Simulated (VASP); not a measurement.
Runs of VASP 6.6.1 on GaP. The structure is that of space group R-3m (No. 166), or close to it. The cells are those of the table. 

| cell | gap on the mesh (eV) | pressure (GPa) | largest force (eV/Å) |
| --- | --- | --- | --- |
| a = 6.430 Å, angles 33.1°, 4 atoms | 0.70 | (b) | 0.48 |
| a = 6.021 Å, angles 37.0°, 4 atoms | 0.49 | 22.6 | 4.46 |
| a = 6.577 Å, angles 31.9°, 4 atoms | 0.54 | (a) | 0.70 |
| a = 6.152 Å, angles 35.6°, 4 atoms | 0.72 | 20.4 | 2.87 |
| a = 6.289 Å, angles 34.4°, 4 atoms | (c) | 19.0 | 1.56 |
| a = 6.729 Å, angles 30.8°, 4 atoms | 0.34 | 18.4 | 1.09 |
| a = 6.887 Å, angles 29.6°, 4 atoms | 0.08 | 19.2 | 1.57 |

Alike in all rows: task single point; level PBE; potentials or basis VASP PAW PBE potentials, release 64 (Ga_d, P); no spin polarisation; k mesh 9 × 9 × 9; cutoff (eV) 520; smearing gaussian 0.05 eV.

Estimate the missing entries.

(a) 18.0; (b) 18.2; (c) 0.77.

Caveats: the cell stands under pressure; an odd mesh through Γ misses points on the zone boundary, where band edges can lie; forces of over 1 eV/Å act on the atoms, so gaps and moduli don't describe the material at rest (at least some runs).

A k mesh can miss the band edges, and the runs leave out spin-orbit coupling on Ga.
